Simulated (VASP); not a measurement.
Set up this calculation in VASP 6.6.1, as the native input.

```yaml
Task: single point
Functional: PBEsol
Potentials_or_basis: VASP PAW PBE potentials, release 64 (Rb_sv)
Cutoff: 520 eV
k_mesh: 9 × 9 × 9
Occupations: fermi-dirac, width 0.1 eV
Spin: no spin polarisation
Dipole_correction: no
Further_INCAR_settings: ALGO = Normal; EDIFF = 1e-06; NBANDS = 10
```

The structure of Rb lies in POSCAR:

```
Rb
1.0
    3.6097513404      0.0000000000      0.0000000000
    0.0000000000      3.6097513404      0.0000000000
    0.0000000000      0.0000000000      3.6097513404
Rb
1
Direct
    0.0000000000      0.0000000000      0.0000000000
```

This cell differs from its parent crystal: volume scaled by 0.5.

These files were run (other wordings do the same):

INCAR

```
PREC = Accurate
ENCUT = 520
EDIFF = 1E-6
ISMEAR = -1
SIGMA = 0.1
LREAL = False
LASPH = True
NELM = 100
ALGO = Normal
ISIF = 2
LWAVE = False
LCHARG = False
GGA = PS
NBANDS = 10
```

KPOINTS

```
regular mesh
0
Gamma
  9 9 9
```

Potentials or basis: VASP PAW PBE potentials, release 64 (Rb_sv).

Launch:

```sh
$ cat potpaw_PBE.64/Rb_sv/POTCAR > POTCAR
$ mpirun -np 1 vasp_std > vasp.out
```

Results of the run:

| Quantity | Value |
| --- | --- |
| Pressure | 4.8 GPa |

Caveat: the PAW data sets were made with another functional, which shifts forces and pressure a little.

Wall time 12 s on 1 thread of Intel(R) Xeon(R) Platinum 8259CL CPU @ 2.50GHz (Skylake/Cascade Lake) (shared host), peak memory 0.15 GiB.
